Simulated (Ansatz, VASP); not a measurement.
CaTeI3 in VASP and in Ansatz

```
CELL_PARAMETERS angstrom
4.81418 2.77947 3.84226
-4.81418 2.77947 3.84226
0.00000 -5.55893 3.84226
ATOMIC_POSITIONS crystal
Ca 0.81043 0.81043 0.81043
Te 0.54020 0.54020 0.54020
I 0.05786 0.55476 0.55476
I 0.55476 0.55476 0.05786
I 0.55476 0.05786 0.55476
```

Change from the starting cell: species swapped into the CsGeBr3 type (R3m, No. 160).

Alike in both runs: functional PBE; k mesh 3 × 3 × 3; occupations gaussian, width 0.1 eV; no spin polarisation.

Ansatz relaxed the structure, and its values are those at the end. VASP's run is a single point on that final structure, the one shown.

|  | VASP | Ansatz |
| --- | --- | --- |
| version | VASP 6.6.1 | Ansatz 0.2.0 |
| potentials or method | VASP PAW PBE potentials, release 64 (Ca_sv, Te, I), cutoff 520 eV | scalar-relativistic, plane waves, PAW |
| valence electrons in the cell | 37 | 77 |

|  | VASP | Ansatz | Ansatz less VASP |
| --- | --- | --- | --- |
| gap on the k mesh at the Fermi level (eV) | none | none | - |
| pressure (GPa) | 0.0 | 0.0 | -0.01 |
| rms of the force components (eV/Å) | 0.013 | 0.004 | -0.0084 |

A gap of «none» marks a metal or a gap that the smearing closes. VASP's potentials hold 37 valence electrons a cell and Ansatz's 77, so a difference there can come from the potentials and not from the codes.

Neither program's run includes spin-orbit coupling.
